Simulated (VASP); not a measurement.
Wanted: the native input for a VASP 6.6.1 run.

```yaml
Task: single point
Functional: PBEsol
Potentials_or_basis: VASP PAW PBE potentials, release 64 (Sn_d)
Cutoff: 520 eV
k_mesh: 11 × 11 × 11
Occupations: fermi-dirac, width 0.05 eV
Spin: no spin polarisation
Dipole_correction: no
Further_INCAR_settings: ALGO = Normal; EDIFF = 1e-06; NBANDS = 21
```

The structure of Sn lies in POSCAR:

```
Sn
1.0
    0.0000000000      3.2347450694      3.2347450694
    3.2347450694      0.0000000000      3.2347450694
    3.2347450694      3.2347450694      0.0000000000
Sn
2
Direct
    0.5000000000      0.5000000000      0.5000000000
    0.7500000000      0.7500000000      0.7500000000
```

This isn't the form of Sn at room conditions, which is tetragonal (white tin).

The input as run:

INCAR

```
ALGO     = Normal         # electronic algorithm
EDIFF    = 1E-6           # SCF threshold, eV
ENCUT    = 520            # plane-wave cutoff, eV
GGA      = PS             # functional
ISIF     = 2              # what is computed and relaxed
ISMEAR   = -1             # smearing method
LASPH    = True           # aspherical terms in the spheres
LCHARG   = False          # write CHGCAR
LREAL    = False          # projectors in reciprocal space
LWAVE    = False          # write WAVECAR
NBANDS   = 21             # bands
NELM     = 100            # most SCF steps
PREC     = Accurate       # precision mode
SIGMA    = 0.05           # smearing width, eV
```

KPOINTS

```
k-points
0
Gamma
  11 11 11
```

Potentials or basis: VASP PAW PBE potentials, release 64 (Sn_d).

Run with:

```console
$ cat potpaw_PBE.64/Sn_d/POTCAR > POTCAR
$ mpirun -np 1 vasp_std > vasp.out
```

Results of the run:

```json
{
  "Pressure": "1.4 GPa",
  "Band gap on the k mesh": "zero (bands 14 and 15 overlap by 0.12 eV)"
}
```

Caveat: the PAW data sets were made with another functional, which shifts forces and pressure a little; spin-orbit coupling is left out, which moves the levels of the heavy elements.

Run time: 33 s on 1 thread of Intel(R) Xeon(R) Platinum 8488C (Sapphire Rapids) (shared host), peak memory 0.23 GiB.
